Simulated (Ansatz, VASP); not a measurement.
Two plane-wave programs on MoSe

INCAR

```
SYSTEM = MoSe
PREC = Accurate ; ENCUT = 520
EDIFF = 1E-7 ; ISMEAR = 0
SIGMA = 0.05 ; LREAL = .False.
LASPH = .True. ; NELM = 80
ALGO = Normal ; ISIF = 2
LWAVE = .False. ; LCHARG = .True.
GGA = PE ; LELF = .True.
LVHAR = .True. ; NBANDS = 17
```

KPOINTS

```
Automatic mesh
0
Gamma
  10 10 10
  0 0 0
```

File POSCAR:

```
MoSe
1.0
    0.0000000000      2.8405191460      2.8405191460
    2.8405191460      0.0000000000      2.8405191460
    2.8405191460      2.8405191460      0.0000000000
Mo Se
1 1
Direct
    0.0000000000      0.0000000000      0.0000000000
    0.2500000000      0.2500000000      0.2500000000
```

Input for Ansatz:

```yaml
crystal:
  lattice:
    - [0.0, 2.840519146, 2.840519146]
    - [2.840519146, 0.0, 2.840519146]
    - [2.840519146, 2.840519146, 0.0]
  atoms:
    - { symbol: Mo, position: [0.0, 0.0, 0.0] }
    - { symbol: Se, position: [0.25, 0.25, 0.25] }
basis:
  ecutwfc: 420
  ecutrho_ratio: 4
kpoints:
  mp_grid: { grid: [10, 10, 10] }
hamiltonian:
  xc: pbe
scf:
  occupations: { method: gaussian, width: 0.05 }
output:
  forces: true
  stress: true
  eigenvalues: true
```

Alike in both runs: task single point; functional PBE; k mesh 10 × 10 × 10; occupations gaussian, width 0.05 eV; no spin polarisation.

|  | VASP | Ansatz |
| --- | --- | --- |
| version | VASP 6.6.1 | Ansatz 0.2.0 |
| potentials or method | VASP PAW PBE potentials, release 64 (Mo_sv, Se), cutoff 520 eV | scalar-relativistic, plane waves, PAW |
| valence electrons in the cell | 20 | 30 |

|  | VASP | Ansatz | Ansatz less VASP |
| --- | --- | --- | --- |
| gap on the k mesh at the Fermi level (eV) | none | none | - |
| pressure (GPa) | -1.7 | -1.8 | -0.17 |

A gap of «none» marks a metal or a gap that the smearing closes. The functional is the same, so the differences come from potentials, cutoffs and numerics. VASP's potentials hold 20 valence electrons a cell and Ansatz's 30, so a difference there can come from the potentials and not from the codes.
